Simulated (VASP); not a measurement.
ZnSe: relaxation of cell and atoms with PBE

The system is ZnSe.

```
CELL_PARAMETERS angstrom
0.00000 2.86630 2.86630
2.86630 0.00000 2.86630
2.86630 2.86630 0.00000
ATOMIC_POSITIONS crystal
Zn 0.00000 0.00000 0.00000
Se 0.75000 0.75000 0.75000
```

* Program: VASP 6.6.1
* Task: relaxation of cell and atoms
* Functional: PBE
* Potentials or basis: VASP PAW PBE potentials, release 64 (Zn, Se)
* Cutoff: 500 eV
* k mesh: 8 × 8 × 8
* Occupations: gaussian, width 0.01 eV
* Spin: no spin polarisation
* Target pressure: 50 GPa
* Dipole correction: no
* Further INCAR settings: ALGO = Normal; EDIFF = 1e-07; IBRION = 2; EDIFFG = -0.001; NSW = 80; ISIF = 3

- Relaxed volume: 16.22 Å³/atom
- Relaxed cell: a = 3.580 Å, b = 3.580 Å, c = 3.580 Å, α = 60.00°, β = 60.00°, γ = 60.00°
- Space group after relaxing (to 0.05 Å): F-43m (No. 216)
- Energy change on relaxing (the enthalpy is what falls): +817.4 meV/atom
- Ionic steps: 31
- Pressure after relaxing: 50.0 GPa
- Band gap on the k mesh: 1.99 eV, indirect (least direct gap 2.82 eV)

Step by step:
| step | energy change (eV) | largest force (eV/Å) | pressure (GPa) | volume (Å³) |
| --- | --- | --- | --- | --- |
| 1 | 0.0000 | 0.0000 | 0.22 | 47.10 |
| 2 | 46.0262 | 0.0000 | 1398.36 | 12.76 |
| 3 | 0.7267 | 0.0000 | 27.11 | 36.32 |
| 4 | 1.0054 | 0.0000 | 34.34 | 34.86 |
| 5 | 1.6934 | 0.0000 | 51.43 | 32.26 |
| 6 | 1.6113 | 0.0000 | 49.41 | 32.52 |
| 7 | 1.6119 | 0.0000 | 49.44 | 32.52 |
| 8 | 1.6138 | 0.0000 | 49.49 | 32.51 |
| 9 | 1.6138 | 0.0000 | 49.48 | 32.51 |
| 10 | 1.6138 | 0.0000 | 49.48 | 32.51 |
| 11 | 1.6138 | 0.0000 | 49.48 | 32.51 |
| 12 | 1.6140 | 0.0000 | 49.49 | 32.51 |
| 13 | 1.6142 | 0.0000 | 49.49 | 32.51 |
| 14 | 1.6146 | 0.0000 | 49.51 | 32.51 |
| 15 | 1.6155 | 0.0000 | 49.54 | 32.51 |
| 16 | 1.6172 | 0.0000 | 49.58 | 32.50 |
| 17 | 1.6207 | 0.0000 | 49.67 | 32.49 |
| 18 | 1.6277 | 0.0000 | 49.81 | 32.47 |
| 19 | 1.6418 | 0.0000 | 50.16 | 32.42 |
| 20 | 1.6354 | 0.0000 | 50.02 | 32.44 |
| 21 | 1.6347 | 0.0000 | 49.99 | 32.44 |
| 22 | 1.6347 | 0.0000 | 49.99 | 32.44 |
| 23 | 1.6347 | 0.0000 | 49.99 | 32.44 |
| 24 | 1.6347 | 0.0000 | 49.99 | 32.44 |
| 25 | 1.6347 | 0.0000 | 49.99 | 32.44 |
| 26 | 1.6347 | 0.0000 | 49.99 | 32.44 |
| 27 | 1.6347 | 0.0000 | 49.99 | 32.44 |
| 28 | 1.6347 | 0.0000 | 49.99 | 32.44 |
| 29 | 1.6347 | 0.0000 | 49.99 | 32.44 |
| 30 | 1.6347 | 0.0000 | 49.99 | 32.44 |
| 31 | 1.6347 | 0.0000 | 49.99 | 32.44 |

Final structure:
```
Zn Se
1.0
     0.00000    2.53143    2.53143
     2.53143    0.00000    2.53143
     2.53143    2.53143    0.00000
Zn Se
1 1
Direct
  0.00000 0.00000 0.00000
  0.75000 0.75000 0.75000
```

Levels at points of the mesh, in eV from the valence-band top:
```csv
k point,band 6,band 7,band 8,band 9,band 10,band 11,band 12,band 13
"(0.00, 0.00, 0.00)",-7.70,0.00,0.00,0.00,2.82,5.46,5.46,5.46
"(0.50, 0.00, 0.00)",-7.66,-7.35,-1.50,-1.50,3.09,6.07,6.07,8.95
"(0.50, 0.50, 0.00)",-7.39,-6.43,-3.72,-3.72,1.99,3.02,13.72,13.72
```

Run time: 2.7 min on 1 thread of AMD EPYC 9R45 96-Core Processor (Zen 5), on a shared host, peak memory 0.17 GiB.

Caveat: the cell is relaxed towards a set pressure, so the enthalpy falls and the energy may rise; the volume moved by over 15 % at a fixed basis, so the end points are rough. A k mesh can miss the band edges.
